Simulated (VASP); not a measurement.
WO:

```xyz
4
Lattice="2.7753 0.0000 0.0000 -1.3877 2.4035 0.0000 0.0000 0.0000 6.2485" Properties=species:S:1:pos:R:3 pbc="T T T"
W     0.0000    0.0000    0.0000
W     0.0000    0.0000    3.1242
O     0.0000    1.6023    1.5621
O     1.3877    0.8012    4.6864
```

- Program: VASP 6.6.1
- Task: relaxation of cell and atoms
- Functional: PBEsol
- Potentials or basis: VASP PAW PBE potentials, release 64 (W_sv, O)
- Cutoff: 600 eV
- k mesh: 18 × 18 × 8
- Occupations: gaussian, width 0.1 eV
- Spin: no spin polarisation

At the start: pressure 2.0 GPa; volume 10.42 Å³/atom.

Task: How do energy, volume and symmetry change on relaxing?

Result: Over 5 steps the energy falls by 8.3 meV/atom and the volume is 10.53 Å³/atom (+1.1 %); space group P6_3/mmc (No. 194, to 0.1 Å) before and after.

Step by step:
```tsv
step	energy change (eV)	largest force (eV/Å)	pressure (GPa)	volume (Å³)
1	0.0000	0.0000	1.95	41.68
2	-0.0309	0.0000	-2.26	42.44
3	-0.0310	0.0000	-2.07	42.39
4	-0.0263	0.0000	3.65	41.71
5	-0.0332	0.0000	-0.01	42.14
```

Final structure:
```cif
data_structure
_symmetry_space_group_name_H-M 'P 1'
_symmetry_Int_Tables_number 1
_cell_length_a 2.7537
_cell_length_b 2.7537
_cell_length_c 6.4167
_cell_angle_alpha 90.000
_cell_angle_beta 90.000
_cell_angle_gamma 120.000
_cell_volume 42.14
loop_
_atom_site_label
_atom_site_type_symbol
_atom_site_fract_x
_atom_site_fract_y
_atom_site_fract_z
_atom_site_occupancy
W1 W 0.00000 0.00000 0.00000 1
W2 W 0.00000 0.00000 0.50000 1
O1 O 0.33333 0.66667 0.25000 1
O2 O 0.66667 0.33333 0.75000 1
```

Caveat: the PAW data sets were made with another functional, which shifts forces and pressure a little.
